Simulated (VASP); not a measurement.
# MnSb (P6_3/mmc) in VASP: notebook, part 2 of 2

VASP 6.6.1.

## 3. Relaxation of shape and atoms at fixed volume, PBE (volume scaled by 1.040)

Contents of INCAR:

```
PREC = Accurate ; ENCUT = 600
EDIFF = 1E-7 ; ISMEAR = 0
SIGMA = 0.05 ; LREAL = False
LASPH = True ; NELM = 100
ALGO = Normal ; ISIF = 4
LWAVE = False ; LCHARG = False
GGA = PE ; IBRION = 2
NSW = 60 ; EDIFFG = -0.01
```

Contents of KPOINTS:

```
Automatic mesh
0
Gamma
  12 12 8
```

Contents of POSCAR:

```
MnSb
1.0
    4.1739964437      0.0000000000      0.0000000000
   -2.0869982218      3.6147869556      0.0000000000
    0.0000000000      0.0000000000      4.8647196242
Mn Sb
2 2
Direct
    0.0000000000      0.0000000000      0.0000000000
    0.0000000000      0.0000000000      0.5000000000
    0.3333333333      0.6666666667      0.2500000000
    0.6666666667      0.3333333333      0.7500000000
```

Potentials or basis: VASP PAW PBE potentials, release 64 (Mn_pv, Sb).

Run with:

```sh
$ cat potpaw_PBE.64/Mn_pv/POTCAR potpaw_PBE.64/Sb/POTCAR > POTCAR
$ mpirun -np 1 vasp_std > vasp.out
```

OUTCAR:

```text
PREC = Accurate
   ENCUT = 600
   EDIFF = 1E-7
   ISMEAR = 0
   LREAL = False
   LASPH = True
   NELM = 100
   ISIF = 4
   GGA = PE
   IBRION = 2
   NSW = 60
   EDIFFG = -0.01

 ion  position               nearest neighbor table
   1  0.000  0.000  0.000-   2 2.43   2 2.43   4 2.70   3 2.70   4 2.70   3 2.70   4 2.70   3 2.70

   2  0.000  0.000  0.500-   1 2.43   1 2.43   4 2.70   3 2.70   4 2.70   3 2.70   4 2.70   3 2.70

   3  0.333  0.667  0.250-   1 2.70   2 2.70   1 2.70   2 2.70   1 2.70   2 2.70   4 3.42   4 3.42
                             4 3.42   4 3.42   4 3.42   4 3.42
   4  0.667  0.333  0.750-   1 2.70   2 2.70   1 2.70   2 2.70   1 2.70   2 2.70   3 3.42   3 3.42
                             3 3.42   3 3.42   3 3.42   3 3.42

  LATTYP: Found a hexagonal cell.
 ALAT       =     4.1739964437
 C/A-ratio  =     1.1654824554

  Lattice vectors:

 A1 = (   4.1739964437,   0.0000000000,   0.0000000000)
 A2 = (  -2.0869982218,   3.6147869556,   0.0000000000)
 A3 = (   0.0000000000,   0.0000000000,   4.8647196242)

Analysis of symmetry for initial positions (statically):
=====================================================================
 Subroutine PRICEL returns:
 Original cell was already a primitive cell.

 Routine SETGRP: Setting up the symmetry group for a
 hexagonal supercell.

 Subroutine GETGRP returns: Found 24 space group operations
 (whereof 12 operations were pure point group operations)
 out of a pool of 24 trial point group operations.

The static configuration has the point symmetry D_3d.
 The point group associated with its full space group is D_6h.

Analysis of symmetry for dynamics (positions and initial velocities):
=====================================================================
 Subroutine PRICEL returns:
 Original cell was already a primitive cell.

 Routine SETGRP: Setting up the symmetry group for a
 hexagonal supercell.

 Subroutine GETGRP returns: Found 24 space group operations
 (whereof 12 operations were pure point group operations)
 out of a pool of 24 trial point group operations.

The dynamic configuration has the point symmetry D_3d.
 The point group associated with its full space group is D_6h.

 Subroutine INISYM returns: Found 24 space group operations
 (whereof 12 operations are pure point group operations),
 and found     1 'primitive' translations

----------------------------------------------------------------------------------------

                                     Primitive cell

  volume of cell :      73.3994

  direct lattice vectors                    reciprocal lattice vectors
     4.173996444  0.000000000  0.000000000     0.239578546  0.138320738  0.000000000
    -2.086998222  3.614786956  0.000000000     0.000000000  0.276641476  0.000000000
     0.000000000  0.000000000  4.864719624     0.000000000  0.000000000  0.205561693

  length of vectors
     4.173996444  4.173996444  4.864719624     0.276641476  0.276641476  0.205561693

  position of ions in fractional coordinates (direct lattice)
     0.000000000  0.000000000  0.000000000
     0.000000000  0.000000000  0.500000000
     0.333333333  0.666666667  0.250000000
     0.666666667  0.333333333  0.750000000

  ion indices of the primitive-cell ions
   primitive index   ion index
[... 24 lines left out ...]
     0.000000000  0.000000000  0.000000000

 Subroutine IBZKPT returns following result:
 ===========================================

 Found     95 irreducible k-points:

 Following reciprocal coordinates:
            Coordinates               Weight
  0.000000  0.000000  0.000000      1.000000
  0.083333 -0.000000  0.000000      6.000000
  0.166667  0.000000  0.000000      6.000000
  0.250000  0.000000  0.000000      6.000000
  0.333333  0.000000  0.000000      6.000000
  0.416667  0.000000  0.000000      6.000000
[... 16 lines left out ...]
  0.250000  0.000000  0.125000     12.000000
  0.333333  0.000000  0.125000     12.000000
 [... further k-points ...]
   k-points           NKPTS =     95   k-points in BZ     NKDIM =     95   number of bands    NBANDS=     22
   number of dos      NEDOS =    301   number of ions     NIONS =      4
   total plane-waves  NPLWV =  51840
   dimension x,y,z NGX =    36 NGY =   36 NGZ =   40
   dimension x,y,z NGXF=    72 NGYF=   72 NGZF=   80
   ions per type =               2   2
   NGX,Y,Z   is equivalent  to a cutoff of  14.34, 14.34, 13.67 a.u.
   NGXF,Y,Z  is equivalent  to a cutoff of  28.68, 28.68, 27.34 a.u.
 SYSTEM =  unknown system
   PREC   = accura    normal or accurate (medium, high low for compatibility)
   ISTART =      0    job   : 0-new  1-cont  2-samecut
   ICHARG =      2    charge: 1-file 2-atom 10-const
   ISPIN  =      1    spin polarized calculation?
   LNONCOLLINEAR =      F non collinear calculations
   LSORBIT =      F    spin-orbit coupling
   LASPH  =      T    aspherical Exc in radial PAW
   ENCUT  =  600.0 eV  44.10 Ry    6.64 a.u.   8.34  8.34  9.72*2*pi/ulx,y,z
   NELM   =    100;   NELMIN=  2; NELMDL= -5     # of ELM steps
   EDIFF  = 0.1E-06   stopping-criterion for ELM
   LREAL  =      F    real-space projection
   EDIFFG = -.1E-01   stopping-criterion for IOM
   NSW    =     60    number of steps for IOM
   IBRION =      2    ionic relax: 0-MD 1-quasi-New 2-CG
   NFREE  =      1    steps in history (QN), initial steepest desc. (CG)
   ISIF   =      4    stress and relaxation
   ISYM   =      2    0-nonsym 1-usesym 2-fastsym
   POTIM  = 0.5000    time-step for ionic-motion
   TEBEG  =    0.0;   TEEND  =   0.0 temperature during run
   PSTRESS=    0.0 pullay stress
   NELECT =      36.0000    total number of electrons
   NUPDOWN=      -1.0000    fix difference up-down
   EMIN   =  10.00;   EMAX   =-10.00  energy-range for DOS
   EFERMI =   0.00;   METHOD = LEGACY
   ISMEAR =     0;   SIGMA  =   0.05  broadening in eV -4-tet -1-fermi 0-gaus
   EFERMI_NEDOS =   21; number of points for ismear=-14 and -15
   IALGO  =     38    algorithm
   IMIX   =      4    mixing-type and parameters
     AMIX     =   0.40;   BMIX     =  1.00
     AMIX_MAG =   1.60;   BMIX_MAG =  1.00
  volume/ion in A,a.u.               =      18.35       123.83
  Fermi-wavevector in a.u.,A,eV,Ry     =   1.291055  2.439740 22.678510  1.666823
  Thomas-Fermi vector in A             =   2.422849
   LORBIT       =      0    0 simple, 1 ext, 2 COOP (PROOUT), +10 PAW based schemes
   GGA     = PE    functional components
   LHFCALC =     F    Hartree Fock is set to
   AEXX    =    0.0000 exact exchange contribution
   IVDW    =     0    specifies the selected vdW correction
   LEPSILON=     F    determine dielectric tensor
   LRPA    =     F    only Hartree local field effects (RPA)
 conjugate gradient relaxation of ions
 non-spin polarized calculation
 Gauss-broadening in eV      SIGMA  =   0.05
  energy-cutoff  :      600.00
  volume of cell :       73.40
 maximum number of plane-waves:      2485
 NGX is ok and might be reduce to    36
   NGX = 17   NGY = 17   NGZ = 19

 number of electron      35.9999986 magnetization

 Free energy of the ion-electron system (eV)
  ---------------------------------------------------
  ext. energy  EPLUGINS =         0.00000000
  ---------------------------------------------------
  free energy    TOTEN  =       -25.58880347 eV

  energy without entropy =      -25.58072477  energy(sigma->0) =      -25.58476412

 E-fermi :   9.0776     XC(G=0): -11.4185

 val. band max:        9.0691197466   @ k =   0.1667   0.0833   0.0000
 cond. band min:       9.0783576692   @ k =   0.3333   0.1667   0.1250
 fundamental gap:      0.0092379226
 Fermi energy:         9.0776317625

 k-point     1 :       0.0000    0.0000    0.0000
  band No.  band energies     occupation
      1     -39.0610      2.00000
      2     -38.5876      2.00000
      3     -38.4770      2.00000
      4     -38.4770      2.00000
      5     -38.4230      2.00000
      6     -38.4230      2.00000
[... 589 lines left out ...]
     21       9.8846      0.00000
     22      10.6296      0.00000

 [... further k-points ...]
[... 5 lines left out ...]
  --------------------------------------------------------------------------------------
  -------------------------------------------------------------------------------------
  Total       -2.2734265     -2.2734265     -2.2940843     -0.0000000     -0.0000000     -0.0000000
  in kB      -49.6248156    -49.6248156    -50.0757375     -0.0000000     -0.0000000     -0.0000000
  external PRESSURE =     -49.7751229 kB  Pullay stress =       0.0000000 kB

 VOLUME and BASIS-vectors are now :
 -----------------------------------------------------------------------------
  energy-cutoff  :      600.00
  volume of cell :       73.40
      direct lattice vectors                 reciprocal lattice vectors
     4.173996444  0.000000000  0.000000000     0.239578546  0.138320738  0.000000000
    -2.086998222  3.614786956  0.000000000     0.000000000  0.276641476  0.000000000
     0.000000000  0.000000000  4.864719624     0.000000000  0.000000000  0.205561693

 POSITION                                       TOTAL-FORCE (eV/Angst)
 -----------------------------------------------------------------------------------
      0.00000      0.00000      0.00000        -0.000000      0.000000      0.000000
      0.00000      0.00000      2.43236        -0.000000      0.000000      0.000000
     -0.00000      2.40986      1.21618        -0.000000     -0.000000     -0.000000
      2.08700      1.20493      3.64854         0.000000      0.000000      0.000000
 -----------------------------------------------------------------------------------
    total drift:                                0.000000      0.000000     -0.000000

  FREE ENERGIE OF THE ION-ELECTRON SYSTEM (eV)
  ---------------------------------------------------
  free  energy   TOTEN  =       -25.5888034723 eV

  energy  without entropy=      -25.5807247729  energy(sigma->0) =      -25.58476412

 reached required accuracy - stopping structural energy minimisation
```

OSZICAR:

```text
N       E                     dE             d eps       ncg     rms          rms(c)
DAV:   1     0.347009069267E+03    0.34701E+03   -0.20998E+04  4508   0.188E+03
DAV:   2    -0.631351085447E+01   -0.35332E+03   -0.34695E+03  4282   0.475E+02
DAV:   3    -0.273892138574E+02   -0.21076E+02   -0.20455E+02  5358   0.119E+02
DAV:   4    -0.280185029703E+02   -0.62929E+00   -0.62364E+00  4844   0.189E+01
DAV:   5    -0.280341381938E+02   -0.15635E-01   -0.15624E-01  4978   0.340E+00    0.164E+01
DAV:   6    -0.311668260576E+02   -0.31327E+01   -0.74384E+01  5188   0.737E+01    0.228E+01
DAV:   7    -0.257111352842E+02    0.54557E+01   -0.45500E+01  5320   0.526E+01    0.621E+00
DAV:   8    -0.256110363164E+02    0.10010E+00   -0.12576E+00  4420   0.795E+00    0.172E+00
DAV:   9    -0.255899931071E+02    0.21043E-01   -0.12581E-01  5480   0.288E+00    0.823E-01
DAV:  10    -0.255890325142E+02    0.96059E-03   -0.62849E-03  4706   0.580E-01    0.150E-01
DAV:  11    -0.255887843641E+02    0.24815E-03   -0.15667E-03  5386   0.349E-01    0.391E-02
DAV:  12    -0.255888076390E+02   -0.23275E-04   -0.92482E-05  4976   0.611E-02    0.338E-02
DAV:  13    -0.255888042034E+02    0.34357E-05   -0.13585E-05  5304   0.242E-02    0.137E-02
DAV:  14    -0.255888031388E+02    0.10646E-05   -0.33919E-06  5118   0.935E-03    0.439E-03
DAV:  15    -0.255888033898E+02   -0.25097E-06   -0.22864E-07  3310   0.329E-03    0.151E-03
DAV:  16    -0.255888034723E+02   -0.82555E-07   -0.84171E-08  2304   0.149E-03
   1 F= -.25588803E+02 E0= -.25584764E+02  d E =-.255888E+02
```

CONTCAR:

```text
MnSb
   1.00000000000000
     4.1739964437000001    0.0000000000000000    0.0000000000000000
    -2.0869982218000001    3.6147869556000001    0.0000000000000000
     0.0000000000000000    0.0000000000000000    4.8647196242000001
  Mn              Sb
     2     2
Direct
     0.0000000000000000    0.0000000000000000    0.0000000000000000
     0.0000000000000000    0.0000000000000000    0.5000000000000000
     0.3333333332999970    0.6666666667000030    0.2500000000000000
     0.6666666667000030    0.3333333332999970    0.7500000000000000

  0.00000000E+00  0.00000000E+00  0.00000000E+00
  0.00000000E+00  0.00000000E+00  0.00000000E+00
  0.00000000E+00  0.00000000E+00  0.00000000E+00
  0.00000000E+00  0.00000000E+00  0.00000000E+00
```

It took 78 s on 1 thread of Intel Xeon 6975P-C (Granite Rapids), shared host; peak memory 0.34 GiB.

What came out:

```
Free energy             : -25.5888 eV
Pressure after relaxing : -5.0 GPa
Band gap on the k mesh  : zero (band 18 reaches 9.59 eV, above the bottom of band 19 at 8.73 eV)
```

Final structure:
```
Mn Sb
1.0
     4.17400    0.00000    0.00000
    -2.08700    3.61479    0.00000
     0.00000    0.00000    4.86472
Mn Sb
2 2
Direct
  0.00000 0.00000 0.00000
  0.00000 0.00000 0.50000
  0.33333 0.66667 0.25000
  0.66667 0.33333 0.75000
```

Caveat: the relaxation stopped at its first step, so nothing moved; spin-orbit coupling is left out, which moves the levels of the heavy elements. Spin polarisation is off, so any magnetic state and its effect on volume and gap are missing.
